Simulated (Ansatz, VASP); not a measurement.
# Two plane-wave programs on PbS

Contents of INCAR:

```
PREC = Accurate
ENCUT = 520
EDIFF = 1E-6
ISMEAR = 0
SIGMA = 0.02
LREAL = F
LASPH = T
NELM = 100
ALGO = Normal
ISIF = 2
LWAVE = F
LCHARG = T
GGA = PE
LELF = T
LVHAR = T
NBANDS = 17
```

Contents of KPOINTS:

```
regular mesh
0
Gamma
  8 8 7
```

Contents of POSCAR:

```
PbS
1.0
    4.0896976867      0.0000000000      0.0000000000
   -2.0448488433      3.5417820905      0.0000000000
    0.0000000000      0.0000000000      3.7881670000
Pb S
1 1
Direct
    0.0000000000      0.0000000000      0.0000000000
    0.6666666667      0.3333333333      0.5000000000
```

input.yaml

```yaml
crystal:
  lattice:
    - [4.0896976867, 0.0, 0.0]
    - [-2.0448488433, 3.5417820905, 0.0]
    - [0.0, 0.0, 3.788167]
  atoms:
    - { symbol: Pb, position: [0.0, 0.0, 0.0] }
    - { symbol: S, position: [0.6666666667, 0.3333333333, 0.5] }
hamiltonian:
  xc: pbe
  pseudopotentials: { kind: paw }
kpoints:
  mp_grid: { grid: [8, 8, 7] }
scf:
  occupations: { method: gaussian, width: 0.02 }
output:
  forces: true
  stress: true
  eigenvalues: true
  write_density: true
  write_potential: true
  elf: true
  volumetric_format: npy
```

Alike in both runs: task single point; functional PBE; k mesh 8 × 8 × 7; occupations gaussian, width 0.02 eV; no spin polarisation.

|  | VASP | Ansatz |
| --- | --- | --- |
| version | VASP 6.6.1 | Ansatz 0.2.0 |
| potentials or method | VASP PAW PBE potentials, release 64 (Pb_d, S) | Ansatz PAW |
| plane-wave cutoff (eV) | 520 | 420 |
| valence electrons in the cell | 20 | 20 |

|  | VASP | Ansatz | Ansatz less VASP |
| --- | --- | --- | --- |
| gap on the k mesh at the Fermi level (eV) | 0.21 | 0.21 | -0.004 |
| least direct gap on the mesh (eV) | 1.65 | 1.64 | -0.004 |
| pressure (GPa) | 0.0 | 0.1 | +0.07 |

The functional is the same, so the differences come from potentials, cutoffs and numerics.

Spin-orbit coupling is off throughout. Noted on Ansatz's run: odd divisions of the mesh miss points on the zone boundary, where band edges often lie, so the gap on the mesh can be too wide.
